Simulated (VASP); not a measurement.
A run of VASP 6.6.1 is set up as follows.

The input INCAR:

```
SYSTEM = Al
  PREC = Accurate
  ENCUT = 400
  EDIFF = 1E-6
  ISMEAR = 1
  SIGMA = 0.1
  LREAL = .False.
  LASPH = .True.
  NELM = 120
  ALGO = Normal
  ISIF = 2
  LWAVE = .False.
  LCHARG = .False.
  LDIPOL = .True.
  IDIPOL = 3
  DIPOL = 0.5 0.5 0.653
  GGA = CA
  NBANDS = 30
  GGA_COMPAT = .False.
  NELMDL = -8
```

File KPOINTS:

```
Automatic mesh
0
Gamma
  9 9 1
  0 0 0
```

Contents of POSCAR:

```
Al
1.0
    4.7299075256      0.0000000000      0.0000000000
   -2.3649537628      4.0962200449      0.0000000000
    0.0000000000      0.0000000000     28.2699989928
Al
12
Direct
    0.4888527333      0.5346614995      0.5360006907
    0.8139522053      0.2013815158      0.5273118572
    0.1249894561      0.8589082092      0.5161973754
    0.8324785403      0.5345778126      0.6099461999
    0.1546477159      0.1948376366      0.6129951319
    0.4895502789      0.8710726314      0.6107592106
    0.1632168871      0.5433852441      0.6955773440
    0.4974291245      0.2091302584      0.6956612068
    0.8283593947      0.8741296176      0.6959934166
    0.4914143025      0.5379119885      0.7797722957
    0.8257387695      0.2052205639      0.7798177516
    0.1588671749      0.8723464197      0.7799681577
```

Potentials or basis: VASP PAW LDA potentials, release 64 (Al).

Run with:

```sh
$ cat potpaw_LDA.64/Al/POTCAR > POTCAR
$ mpirun -np 1 vasp_std > vasp.out
```

**Question.** What does it give for the largest force?

**Answer.** 0.898 eV/Å.

**Question.** Estimate the band gap on the k mesh.

**Answer.** Zero (bands 18 and 19 overlap by 1.42 eV).

Forces on the atoms (eV/Å):
```
Al  -0.389 -0.136 -0.798
Al  -0.030 -0.122 -0.071
Al   0.451  0.179  0.395
Al   0.033  0.091  0.236
Al  -0.006 -0.034 -0.006
Al  -0.055  0.077  0.236
Al   0.002 -0.040  0.005
Al  -0.024 -0.021  0.005
Al   0.002 -0.014 -0.038
Al  -0.002  0.005  0.008
Al   0.002  0.004  0.006
Al   0.016  0.012  0.023
```
